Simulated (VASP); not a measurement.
# K7Mg8F23 (a cell with a defect) in VASP: single point with PBEsol

Aim: the single point of K7Mg8F23 (a cell with a defect) with PBEsol.

Everything below comes from runs of VASP 6.6.1. Logs are shortened: lines on timing, memory, paths and dates and some standing lists are left out, and cuts for length are marked.

### 1 The cell of the first run

The cell holds a defect, 38 atoms: a = 7.983 Å, b = 7.983 Å, c = 7.983 Å, α = 90.00°, β = 90.00°, γ = 90.00°.

### 2 Single point, PBEsol

INCAR reads:

```
ALGO = Normal
EDIFF = 1E-7
ENCUT = 520
GGA = PS
ISIF = 2
ISMEAR = -1
ISYM = 0
LASPH = True
LCHARG = True
LELF = True
LREAL = Auto
LVHAR = True
LWAVE = False
NBANDS = 145
NELM = 100
PREC = Accurate
SIGMA = 0.05
```

KPOINTS reads:

```
Automatic mesh
0
Gamma
  1 1 1
  0.25 0.25 0.25
```

POSCAR reads:

```
K7Mg8F23
1.0
    7.9825440000      0.0000000000      0.0000000000
    0.0000000000      7.9825440000      0.0000000000
    0.0000000000      0.0000000000      7.9825440000
K Mg F
7 8 23
Direct
    0.9906860000      0.9903640000      0.0002080000
    0.9957150000      0.9953250000      0.5003400000
    0.9905800000      0.5100160000      0.0003500000
    0.9902760000      0.5057080000      0.5002990000
    0.5103160000      0.9902970000      0.0003430000
    0.5059540000      0.9899550000      0.5003330000
    0.5108760000      0.5104980000      0.0004320000
    0.2539900000      0.2537150000      0.2679990000
    0.2540480000      0.2537560000      0.7326240000
    0.2527740000      0.7475150000      0.2498420000
    0.2528010000      0.7475110000      0.7508050000
    0.7478740000      0.2524390000      0.2498380000
    0.7479130000      0.2524620000      0.7507990000
    0.7474440000      0.7471250000      0.2543920000
    0.7474310000      0.7470930000      0.7462550000
    0.2413980000      0.2417420000      0.5003070000
    0.2488420000      0.7529740000      0.0003260000
    0.2441360000      0.7584310000      0.5003160000
    0.7529950000      0.2485310000      0.0003240000
    0.7590330000      0.2437690000      0.5003120000
    0.7514190000      0.7510960000      0.0003270000
    0.7570110000      0.7567670000      0.5003270000
    0.0086490000      0.2496580000      0.2335820000
    0.0087140000      0.2497170000      0.7670980000
    0.0012650000      0.7504020000      0.2510960000
    0.0012730000      0.7504100000      0.7495320000
    0.4934670000      0.2455810000      0.2253440000
    0.4935540000      0.2456520000      0.7752010000
    0.4996560000      0.7570090000      0.2452280000
    0.4996630000      0.7570610000      0.7554490000
    0.2500010000      0.0082940000      0.2339880000
    0.2500800000      0.0083590000      0.7667070000
    0.2459240000      0.4931420000      0.2250630000
    0.2460010000      0.4932170000      0.7754940000
    0.7507510000      0.0009360000      0.2510690000
    0.7507670000      0.0009330000      0.7495700000
    0.7573740000      0.4993230000      0.2452720000
    0.7574540000      0.4993170000      0.7553900000
```

Potentials or basis: VASP PAW PBE potentials, release 64 (K_sv, Mg, F).

Run with:

```bash
> cat potpaw_PBE.64/K_sv/POTCAR potpaw_PBE.64/Mg/POTCAR potpaw_PBE.64/F/POTCAR > POTCAR
> mpirun -np 1 vasp_std > vasp.out
```

OUTCAR:

```text
EDIFF = 1E-7
   ENCUT = 520
   GGA = PS
   ISIF = 2
   ISMEAR = -1
   ISYM = 0
   LASPH = True
   LREAL = Auto
   NELM = 100
   PREC = Accurate

 ion  position               nearest neighbor table
   1  0.991  0.990  0.000-  21 2.70  36 2.77  26 2.77  35 2.77  25 2.77  24 2.79  23 2.79  32 2.79
                            31 2.79  17 2.80  19 2.80  15 3.41  14 3.41  13 3.48  11 3.48  12 3.48
   2  0.996  0.995  0.500-  22 2.69  20 2.74  18 2.74  16 2.78  26 2.79  25 2.79  36 2.79  35 2.79
                            14 3.42  15 3.42   8 3.46   9 3.46  11 3.48  10 3.48  13 3.48  12 3.48
   3  0.991  0.510  0.000-  38 2.70  37 2.70  21 2.71  33 2.72  34 2.72  25 2.77  26 2.77  24 2.79
                            23 2.79  19 2.82  17 2.83  14 3.39  15 3.39  10 3.46  11 3.46  12 3.46
   4  0.990  0.506  0.500-  22 2.74  38 2.76  37 2.76  20 2.79  25 2.79  26 2.79  14 3.37  15 3.37
                            13 3.44  12 3.44   8 3.45   9 3.45  10 3.48  11 3.48
   5  0.510  0.990  0.000-  30 2.70  29 2.70  21 2.71  27 2.72  28 2.72  35 2.77  36 2.77  32 2.80
                            31 2.80  17 2.82  19 2.83  14 3.39  15 3.39  12 3.46  13 3.46  10 3.46
   6  0.506  0.990  0.500-  22 2.74  30 2.76  29 2.76  18 2.79  36 2.79  35 2.79  15 3.37  14 3.37
                            11 3.44  10 3.44   9 3.45   8 3.45  12 3.48  13 3.48
   7  0.511  0.510  0.000-  21 2.72  29 2.77  37 2.77  30 2.78  33 2.78  38 2.78  34 2.78  27 2.78
                            28 2.78  19 2.85  17 2.85  14 3.35  15 3.35  12 3.43  10 3.43  13 3.43
   8  0.254  0.254  0.268-  16 1.86  33 1.94  27 1.94  23 1.98  31 1.98   4 3.45   6 3.45   2 3.46
                             7 3.60   3 3.63   5 3.63   1 3.66
   9  0.254  0.254  0.733-  16 1.86  28 1.94  34 1.94  24 1.98  32 1.98   6 3.45   4 3.45   2 3.46
                             7 3.60   5 3.63   3 3.63   1 3.66
  10  0.253  0.748  0.250-  29 1.97  17 1.99  18 2.00  25 2.01  33 2.04  31 2.09   7 3.43   6 3.44
                             3 3.46   5 3.46   1 3.48   4 3.48   2 3.48
  11  0.253  0.748  0.751-  30 1.97  17 1.99  18 2.00  26 2.01  34 2.04  32 2.09   7 3.43   6 3.44
                             3 3.46   5 3.46   1 3.48   4 3.48   2 3.48
  12  0.748  0.252  0.250-  37 1.97  19 1.99  20 2.00  35 2.01  27 2.04  23 2.09   7 3.43   4 3.44
                             5 3.46   3 3.46   1 3.48   6 3.48   2 3.48
  13  0.748  0.252  0.751-  38 1.97  19 1.99  20 2.00  36 2.01  28 2.04  24 2.09   7 3.43   4 3.44
                             5 3.46   3 3.46   1 3.48   6 3.48   2 3.48
  14  0.747  0.747  0.254-  22 1.97  29 1.98  37 1.98  35 2.03  25 2.03  21 2.03   7 3.35   4 3.37
                             6 3.37   3 3.39   5 3.39   1 3.41   2 3.42
  15  0.747  0.747  0.746-  22 1.97  30 1.98  38 1.98  36 2.03  26 2.03  21 2.03   7 3.35   4 3.37
                             6 3.37   3 3.39   5 3.39   1 3.41   2 3.42
  16  0.241  0.242  0.500-   8 1.86   9 1.86   2 2.78
  17  0.249  0.753  0.000-  10 1.99  11 1.99   1 2.80   5 2.82   3 2.83   7 2.85
  18  0.244  0.758  0.500-  10 2.00  11 2.00   2 2.74   6 2.79
  19  0.753  0.249  0.000-  12 1.99  13 1.99   1 2.80   3 2.82   5 2.83   7 2.85
  20  0.759  0.244  0.500-  12 2.00  13 2.00   2 2.74   4 2.79
  21  0.751  0.751  0.000-  14 2.03  15 2.03   1 2.70   3 2.71   5 2.71   7 2.72
  22  0.757  0.757  0.500-  15 1.97  14 1.97   2 2.69   6 2.74   4 2.74
  23  0.009  0.250  0.234-   8 1.98  12 2.09   1 2.79   3 2.79
  24  0.009  0.250  0.767-   9 1.98  13 2.09   1 2.79   3 2.79
  25  0.001  0.750  0.251-  10 2.01  14 2.03   1 2.77   3 2.77   4 2.79   2 2.79
  26  0.001  0.750  0.750-  11 2.01  15 2.03   1 2.77   3 2.77   2 2.79   4 2.79
  27  0.493  0.246  0.225-   8 1.94  12 2.04   5 2.72   7 2.78
  28  0.494  0.246  0.775-   9 1.94  13 2.04   5 2.72   7 2.78
  29  0.500  0.757  0.245-  10 1.97  14 1.98   5 2.70   6 2.76   7 2.77
  30  0.500  0.757  0.755-  11 1.97  15 1.98   5 2.70   6 2.76   7 2.78
  31  0.250  0.008  0.234-   8 1.98  10 2.09   1 2.79   5 2.80
  32  0.250  0.008  0.767-   9 1.98  11 2.09   1 2.79   5 2.80
  33  0.246  0.493  0.225-   8 1.94  10 2.04   3 2.72   7 2.78
  34  0.246  0.493  0.775-   9 1.94  11 2.04   3 2.72   7 2.78
  35  0.751  0.001  0.251-  12 2.01  14 2.03   1 2.77   5 2.77   2 2.79   6 2.79
  36  0.751  0.001  0.750-  13 2.01  15 2.03   1 2.77   5 2.77   2 2.79   6 2.79
  37  0.757  0.499  0.245-  12 1.97  14 1.98   3 2.70   4 2.76   7 2.77
  38  0.757  0.499  0.755-  13 1.97  15 1.98   3 2.70   4 2.76   7 2.78

IMPORTANT INFORMATION: All symmetrisations will be switched off!
NOSYMM: (Re-)initialisation of all symmetry stuff for point group C_1.

----------------------------------------------------------------------------------------

                                     Primitive cell

  volume of cell :     508.6558

  direct lattice vectors                    reciprocal lattice vectors
     7.982544000  0.000000000  0.000000000     0.125273346  0.000000000  0.000000000
     0.000000000  7.982544000  0.000000000     0.000000000  0.125273346  0.000000000
     0.000000000  0.000000000  7.982544000     0.000000000  0.000000000  0.125273346

  length of vectors
     7.982544000  7.982544000  7.982544000     0.125273346  0.125273346  0.125273346

  position of ions in fractional coordinates (direct lattice)
     0.990686000  0.990364000  0.000208000
     0.995715000  0.995325000  0.500340000
     0.990580000  0.510016000  0.000350000
[... 96 lines left out ...]
     0.250000000  0.250000000  0.250000000

 Subroutine IBZKPT returns following result:
 ===========================================

 Found      4 irreducible k-points:

 Following reciprocal coordinates:
            Coordinates               Weight
  0.250000  0.250000  0.250000      2.000000
 -0.250000  0.250000  0.250000      2.000000
 -0.250000 -0.250000  0.250000      2.000000
  0.250000 -0.250000  0.250000      2.000000
   k-points           NKPTS =      4   k-points in BZ     NKDIM =      4   number of bands    NBANDS=    145
   number of dos      NEDOS =    301   number of ions     NIONS =     38
   total plane-waves  NPLWV = 216000
   dimension x,y,z NGX =    60 NGY =   60 NGZ =   60
   dimension x,y,z NGXF=   120 NGYF=  120 NGZF=  120
   ions per type =               7   8  23
   NGX,Y,Z   is equivalent  to a cutoff of  12.50, 12.50, 12.50 a.u.
   NGXF,Y,Z  is equivalent  to a cutoff of  24.99, 24.99, 24.99 a.u.
 SYSTEM =  unknown system
   PREC   = accura    normal or accurate (medium, high low for compatibility)
   ISTART =      0    job   : 0-new  1-cont  2-samecut
   ICHARG =      2    charge: 1-file 2-atom 10-const
   ISPIN  =      1    spin polarized calculation?
   LNONCOLLINEAR =      F non collinear calculations
   LSORBIT =      F    spin-orbit coupling
   LASPH  =      T    aspherical Exc in radial PAW
   ENCUT  =  520.0 eV  38.22 Ry    6.18 a.u.  14.84 14.84 14.84*2*pi/ulx,y,z
   NELM   =    100;   NELMIN=  2; NELMDL= -5     # of ELM steps
   EDIFF  = 0.1E-06   stopping-criterion for ELM
   LREAL  =      T    real-space projection
   EDIFFG = 0.1E-05   stopping-criterion for IOM
   NSW    =      0    number of steps for IOM
   IBRION =     -1    ionic relax: 0-MD 1-quasi-New 2-CG
   NFREE  =      0    steps in history (QN), initial steepest desc. (CG)
   ISIF   =      2    stress and relaxation
   ISYM   =      0    0-nonsym 1-usesym 2-fastsym
   POTIM  = 0.5000    time-step for ionic-motion
   TEBEG  =    0.0;   TEEND  =   0.0 temperature during run
   PSTRESS=    0.0 pullay stress
   NELECT =     240.0000    total number of electrons
   NUPDOWN=      -1.0000    fix difference up-down
   EMIN   =  10.00;   EMAX   =-10.00  energy-range for DOS
   EFERMI =   0.00;   METHOD = LEGACY
   ISMEAR =    -1;   SIGMA  =   0.05  broadening in eV -4-tet -1-fermi 0-gaus
   EFERMI_NEDOS =   21; number of points for ismear=-14 and -15
   IALGO  =     38    algorithm
   IMIX   =      4    mixing-type and parameters
     AMIX     =   0.40;   BMIX     =  1.00
     AMIX_MAG =   1.60;   BMIX_MAG =  1.00
  volume/ion in A,a.u.               =      13.39        90.33
  Fermi-wavevector in a.u.,A,eV,Ry     =   1.274492  2.408441 22.100364  1.624331
  Thomas-Fermi vector in A             =   2.407257
   LORBIT       =      0    0 simple, 1 ext, 2 COOP (PROOUT), +10 PAW based schemes
   GGA     = PS    functional components
   LHFCALC =     F    Hartree Fock is set to
   AEXX    =    0.0000 exact exchange contribution
   IVDW    =     0    specifies the selected vdW correction
   LEPSILON=     F    determine dielectric tensor
   LRPA    =     F    only Hartree local field effects (RPA)
 non-spin polarized calculation
  energy-cutoff  :      520.00
  volume of cell :      508.66
 maximum number of plane-waves:     13679
   NGX = 29   NGY = 29   NGZ = 29

 number of electron     239.9999781 magnetization

 Free energy of the ion-electron system (eV)
  ---------------------------------------------------
  ext. energy  EPLUGINS =         0.00000000
  ---------------------------------------------------
  free energy    TOTEN  =      -191.47858399 eV

  energy without entropy =     -191.47858399  energy(sigma->0) =     -191.47858399

 E-fermi :  -0.8193     XC(G=0):  -9.5041

 val. band max:       -2.0550153940   @ k =   0.2500  -0.2500   0.2500
 cond. band min:       4.5573992149   @ k =   0.2500  -0.2500   0.2500
 fundamental gap:      6.6124146089
 Fermi energy:        -0.8193409105

 k-point     1 :       0.2500    0.2500    0.2500
  band No.  band energies     occupation
      1     -27.6596      2.00000
      2     -27.6562      2.00000
      3     -27.4839      2.00000
      4     -27.4681      2.00000
      5     -27.4413      2.00000
      6     -27.3484      2.00000
[... 529 lines left out ...]
    131       8.5223      0.00000
    132       8.6654      0.00000
 [bands above 132 left out]

------------------------ aborting loop because EDIFF is reached ----------------------------------------

  FORCE on cell =-STRESS in cart. coord.  units (eV):
  Direction    XX          YY          ZZ          XY          YZ          ZX
  --------------------------------------------------------------------------------------
  -------------------------------------------------------------------------------------
  Total       -3.3725809     -3.3699007      0.7846965     -0.0938710     -0.0022711     -0.0061355
  in kB      -10.6230445    -10.6146022      2.4716577     -0.2956772     -0.0071535     -0.0193256
  external PRESSURE =      -6.2553297 kB  Pullay stress =       0.0000000 kB

 VOLUME and BASIS-vectors are now :
 -----------------------------------------------------------------------------
  energy-cutoff  :      520.00
  volume of cell :      508.66
      direct lattice vectors                 reciprocal lattice vectors
     7.982544000  0.000000000  0.000000000     0.125273346  0.000000000  0.000000000
     0.000000000  7.982544000  0.000000000     0.000000000  0.125273346  0.000000000
     0.000000000  0.000000000  7.982544000     0.000000000  0.000000000  0.125273346

 POSITION                                       TOTAL-FORCE (eV/Angst)
 -----------------------------------------------------------------------------------
      7.90819      7.90562      0.00166         0.007728      0.006425      0.002751
      7.94834      7.94523      3.99399         0.003650      0.001404     -0.002569
      7.90735      4.07123      0.00279         0.005342     -0.003053      0.000792
      7.90492      4.03684      3.99366         0.006522     -0.009143      0.001469
      4.07362      7.90509      0.00274        -0.002264      0.002550     -0.000088
      4.03880      7.90236      3.99393        -0.008690      0.005460     -0.001003
[... 30 lines left out ...]
      6.04577      3.98587      1.95789        -0.005625     -0.001438      0.004731
      6.04641      3.98582      6.02993        -0.007730     -0.000836     -0.006248
 -----------------------------------------------------------------------------------
    total drift:                               -0.003042     -0.002756     -0.000103

  FREE ENERGIE OF THE ION-ELECTRON SYSTEM (eV)
  ---------------------------------------------------
  free  energy   TOTEN  =      -191.4785839862 eV

  energy  without entropy=     -191.4785839861  energy(sigma->0) =     -191.47858399
```

Run time: 14 min. Hardware: 1 thread of Oxide Virtual Turin-like, shared host; peak memory 0.55 GiB.

Results:

```
Free energy            : -191.4786 eV
Pressure               : -0.6 GPa
Largest force          : 0.018 eV/Å
Band gap on the k mesh : 6.61 eV
```

Forces on the atoms (eV/Å):
```
K    0.008  0.006  0.003
K    0.004  0.001 -0.003
K    0.005 -0.003  0.001
K    0.007 -0.009  0.001
K   -0.002  0.003  0.000
K   -0.009  0.005 -0.001
K   -0.005 -0.003 -0.004
Mg  -0.003 -0.003  0.016
Mg  -0.001  0.000 -0.018
Mg   0.002 -0.001 -0.004
Mg   0.001  0.000  0.004
Mg  -0.001  0.002 -0.003
Mg  -0.002  0.001  0.004
Mg  -0.001  0.000  0.001
Mg  -0.001  0.000  0.000
F    0.010  0.004  0.001
F    0.001 -0.006  0.000
F    0.005 -0.008  0.001
F   -0.005  0.001  0.000
F   -0.008  0.010  0.001
F    0.000  0.000  0.001
F   -0.008 -0.010  0.001
F   -0.002  0.001  0.003
F   -0.001  0.000 -0.004
F    0.003  0.001  0.003
F    0.005  0.001 -0.002
F    0.003  0.005  0.010
F    0.001  0.004 -0.008
F   -0.003 -0.006  0.004
F   -0.001 -0.007 -0.008
F    0.002  0.003  0.000
F    0.001  0.001 -0.002
F    0.004  0.003  0.010
F    0.004  0.001 -0.008
F    0.000  0.003  0.003
F    0.001  0.004 -0.002
F   -0.006 -0.001  0.005
F   -0.008 -0.001 -0.006
```

Levels at points of the mesh, in eV from the valence-band top:
```csv
k point,band 118,band 119,band 120,band 121,band 122,band 123
"(0.25, 0.25, 0.25)",-0.07,-0.03,-0.01,6.61,8.13,9.07
```

Caveat: the PAW data sets were made with another functional, which shifts forces and pressure a little.
